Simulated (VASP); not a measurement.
AlN: single point with PBE

AlN:

```
CELL_PARAMETERS angstrom
0.00000 1.90026 2.11404
1.90026 0.00000 2.11404
1.90026 1.90026 0.00000
ATOMIC_POSITIONS crystal
Al 0.00000 0.00000 0.00000
N 0.50000 0.50000 0.50000
```

```yaml
Program: VASP 6.6.1
Task: single point
Functional: PBE
Potentials_or_basis: VASP PAW PBE potentials, release 64 (Al, N)
Cutoff: 600 eV
k_mesh: 8 × 8 × 8
Occupations: gaussian, width 0.05 eV
Spin: no spin polarisation
```

```yaml
Pressure: 36.6 GPa
Band_gap_on_the_k_mesh: 4.59 eV, indirect (least direct gap 6.21 eV)
```

Stress tensor (GPa, compression positive):
```
50.90  0.00  0.00
 0.00 50.90  0.00
 0.00  0.00  7.90
```

Levels at points of the mesh, in eV from the valence-band top:
```
           k point  band 1  band 2  band 3  band 4  band 5  band 6  band 7  band 8
(0.00, 0.00, 0.00)  -18.65   -0.57   -0.57    0.00    6.21   11.20   12.74   12.74
(0.50, 0.00, 0.00)  -15.07   -9.16   -1.90   -1.36    5.87   10.82   12.72   13.89
(0.50, 0.50, 0.00)  -14.69   -8.59   -2.79   -2.79    5.57    6.05   13.77   19.06
(0.50, 0.00, 0.50)  -13.67   -8.09   -4.29   -2.90    4.59    4.82   15.05   16.02
```

Run time: 7.7 s on 1 thread of AMD EPYC 9R45 96-Core Processor (Zen 5), with other jobs on the host, peak memory 0.11 GiB.

A k mesh can miss the band edges. PBE gaps usually lie below the measured ones, often by a third to a half.
